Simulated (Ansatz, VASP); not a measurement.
## BAs: VASP beside Ansatz

File INCAR:

```
PREC = Accurate
ENCUT = 500
EDIFF = 1E-6
ISMEAR = 0
SIGMA = 0.02
LREAL = F
LASPH = T
NELM = 120
ALGO = Normal
ISIF = 2
LWAVE = F
LCHARG = T
GGA = PE
LELF = T
LVHAR = T
NBANDS = 11
GGA_COMPAT = F
```

The input KPOINTS:

```
regular mesh
0
Gamma
  10 10 10
```

Contents of POSCAR:

```
BAs
1.0
    0.0000000000      2.4744544290      2.4744544290
    2.4744544290      0.0000000000      2.4744544290
    2.4744544290      2.4744544290      0.0000000000
B As
1 1
Direct
    0.0000000000      0.0000000000      0.0000000000
    0.2500000000      0.2500000000      0.2500000000
```

Input for Ansatz:

```yaml
crystal:
  lattice:
    - [0.0, 2.474454429, 2.474454429]
    - [2.474454429, 0.0, 2.474454429]
    - [2.474454429, 2.474454429, 0.0]
  atoms:
    - { symbol: B, position: [0.0, 0.0, 0.0] }
    - { symbol: As, position: [0.25, 0.25, 0.25] }
basis: {}
kpoints:
  mp_grid: { grid: [10, 10, 10] }
hamiltonian:
  xc: pbe
  pseudopotentials: { kind: all_electron, lapw: {} }
scf:
  occupations: { method: gaussian, width: 0.02 }
output:
  forces: true
  stress: true
  eigenvalues: true
```

Alike in both runs: task single point; functional PBE; k mesh 10 × 10 × 10; occupations gaussian, width 0.02 eV; no spin polarisation.

```csv
,VASP,Ansatz
version,VASP 6.6.1,Ansatz 0.2.0
potentials or method,"VASP PAW PBE potentials, release 64 (B, As), cutoff 500 eV","scalar-relativistic, all-electron LAPW"
```

|  | VASP | Ansatz | Ansatz less VASP |
| --- | --- | --- | --- |
| gap on the k mesh at the Fermi level (eV) | 1.28 | 1.29 | +0.009 |
| least direct gap on the mesh (eV) | 3.15 | 3.16 | +0.007 |
| pressure (GPa) | -9.0 | -9.5 | -0.41 |

Ansatz ran all-electron here, and VASP with PAW potentials.
